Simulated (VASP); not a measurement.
Here is a VASP 6.6.1 calculation.

INCAR

```
SYSTEM = ZnGa4O2
PREC = Accurate
ENCUT = 600
EDIFF = 1E-6
ISMEAR = 0
SIGMA = 0.2
LREAL = .False.
LASPH = .True.
NELM = 100
ALGO = Normal
ISIF = 3
LWAVE = .False.
LCHARG = .False.
GGA = PE
IBRION = 2
NSW = 36
EDIFFG = -0.08
```

KPOINTS

```
Automatic mesh
0
Gamma
  5 5 2
  0 0 0
```

The input POSCAR:

```
ZnGa4O2
1.0
    3.5000000000      0.0000000000      0.0000000000
   -1.7500000000      3.0310889100      0.0000000000
    0.0000000000      0.0000000000      9.6000000000
Zn Ga O
1 4 2
Direct
    0.0000000000      0.0000000000      0.0000000000
    0.6666666700      0.3333333300      0.8200000000
    0.3333333300      0.6666666700      0.5900000000
    0.3333333300      0.6666666700      0.1800000000
    0.6666666700      0.3333333300      0.4100000000
    0.0000000000      0.0000000000      0.7050000000
    0.0000000000      0.0000000000      0.2950000000
```

Potentials or basis: VASP PAW PBE potentials, release 64 (Zn, Ga_d, O).

Command:

```sh
$ cat potpaw_PBE.64/Zn/POTCAR potpaw_PBE.64/Ga_d/POTCAR potpaw_PBE.64/O/POTCAR > POTCAR
$ mpirun -np 1 vasp_std > vasp.out
```

Task: Predict the relaxed cell.

Result: a = 3.018 Å, b = 3.018 Å, c = 13.515 Å, α = 90.00°, β = 90.00°, γ = 120.00°.

Task: Estimate the space group after relaxing (to 0.1 Å).

Result: P-3m1 (No. 164).

Task: What does it give for the relaxed volume?

Result: 15.22 Å³/atom.

The path:
```
step  energy change (eV)  largest force (eV/Å)  pressure (GPa)  volume (Å³)
   1              0.0000                0.5686            7.48       101.84
   2             -0.5143                0.3560           -0.62       112.07
   3             -0.5542                0.3805           -3.85       118.15
   4             -0.8698                0.3759           -4.23       116.52
   5             -1.3965                1.0573           -4.96       111.82
   6             -1.1473                1.3481            1.34        98.12
   7             -1.6361                1.3892           -4.74       109.04
   8             -1.7115                1.5275           -4.21       106.18
   9             -1.9334                0.8613            4.21        97.98
  10             -1.9477                1.0515            2.28        99.35
  11             -2.1786                0.7975            2.08       100.57
  12             -2.4728                1.0479            2.81       104.24
  13             -2.5657                0.1624           -2.37       110.21
  14             -2.5699                0.3019           -1.63       109.14
  15             -2.6294                0.0973           -0.66       107.37
  16             -2.6360                0.0756           -0.15       106.57
```

Caveat: the k points lie up to 0.48 Å⁻¹ apart in the final cell, too coarse for converged energies and pressures of a metal; a cell axis changed by over 15 % at a fixed basis, so the end point is rough; the relaxation stopped at a loose force limit of 0.08 eV/Å, so its end isn't a converged minimum.
